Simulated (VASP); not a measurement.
Wanted: the native input for a VASP 6.6.1 run.

| Quantity | Value |
| --- | --- |
| Task | single point |
| Functional | r2SCAN |
| Potentials or basis | VASP PAW PBE potentials, release 64 (C) |
| Cutoff | 520 eV |
| k mesh | 15 × 15 × 5 |
| Occupations | fermi-dirac, width 0.6 eV |
| Spin | no spin polarisation |
| Dipole correction | no |
| Further INCAR settings | ALGO = Normal; EDIFF = 1e-06; NBANDS = 16 |

The system is C.

```
C
1.0
     2.45591    0.00000    0.00000
    -1.22796    2.12688    0.00000
     0.00000    0.00000    7.01063
C
4
Direct
  0.00000 0.00000 0.25000
  0.00000 0.00000 0.75000
  0.33333 0.66667 0.25000
  0.66667 0.33333 0.75000
```

One way to write it, as run:

POSCAR

```
C
1.0
    2.4559134450      0.0000000000      0.0000000000
   -1.2279567225      2.1268834329      0.0000000000
    0.0000000000      0.0000000000      7.0106290262
C
4
Direct
    1.0000000000      1.0000000000      0.2500000000
    0.0000000000      0.0000000000      0.7500000000
    0.3333333333      0.6666666667      0.2500000000
    0.6666666667      0.3333333333      0.7500000000
```

INCAR.step1

```
  ALGO = Normal
  EDIFF = 1E-4
  ENCUT = 520
  GGA = PE
  ISMEAR = -1
  LASPH = T
  LCHARG = F
  LREAL = F
  LWAVE = T
  NBANDS = 16
  NELM = 100
  PREC = Accurate
  SIGMA = 0.6
```

INCAR.step2

```
  ALGO = Normal
  EDIFF = 1E-6
  ENCUT = 520
  ISIF = 2
  ISMEAR = -1
  ISTART = 1
  LASPH = T
  LCHARG = F
  LMIXTAU = T
  LREAL = F
  LWAVE = F
  METAGGA = R2SCAN
  NBANDS = 16
  NELM = 100
  PREC = Accurate
  SIGMA = 0.6
```

KPOINTS

```
k-points
0
Gamma
  15 15 5
```

Potentials or basis: VASP PAW PBE potentials, release 64 (C).

Command:

```sh
$ cat potpaw_PBE.64/C/POTCAR > POTCAR
$ cp INCAR.step1 INCAR
$ mpirun -np 1 vasp_std > vasp.out
$ cp INCAR.step2 INCAR
$ mpirun -np 1 vasp_std > vasp.out
```

Results of the run:

```json
{"Pressure": "1.3 GPa", "Band gap on the k mesh": "zero (bands 8 and 9 overlap by 0.02 eV)"}
```

Caveat: so wide a smearing shifts energies and pressures; the PAW data sets were made with another functional, which shifts forces and pressure a little.

Wall time 100 s on 1 thread of Intel(R) Xeon(R) Platinum 8488C (Sapphire Rapids) (shared host), peak memory 0.16 GiB.
